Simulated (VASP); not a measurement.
Input of a VASP 6.6.1 run:

File INCAR:

```
SYSTEM = InBSe2
ALGO = Normal ; EDIFF = 1E-7
ENCUT = 520 ; GGA = PE
ISIF = 2 ; ISMEAR = 0
LASPH = .TRUE. ; LCHARG = .FALSE.
LREAL = .FALSE. ; LWAVE = .FALSE.
NBANDS = 22 ; NELM = 80
PREC = Accurate ; SIGMA = 0.1
```

KPOINTS

```
k-points
0
G
  12 12 10
  0 0 0
```

The input POSCAR:

```
InBSe2
1.0
    3.8955310519      0.0000000000      0.0000000000
    0.0000000000      3.8955310519      0.0000000000
    0.0000000000      0.0000000000      5.3979217667
In B Se
1 1 2
Direct
    0.0000000000      0.0000000000      0.0000000000
    0.5000000000      0.5000000000      0.5000000000
    0.0000000000      0.0000000000      0.5000000000
    0.5000000000      0.5000000000      0.0000000000
```

Potentials or basis: VASP PAW PBE potentials, release 64 (In_d, B, Se).

Launch:

```sh
$ cat potpaw_PBE.64/In_d/POTCAR potpaw_PBE.64/B/POTCAR potpaw_PBE.64/Se/POTCAR > POTCAR
$ mpirun -np 1 vasp_std > vasp.out
```

Question: Predict the band gap on the k mesh.

Answer: Zero (bands 14 and 15 overlap by 4.18 eV).

Question: Estimate the pressure.

Answer: 0.0 GPa.

Caveat: spin-orbit coupling is left out, which moves the levels of the heavy elements.
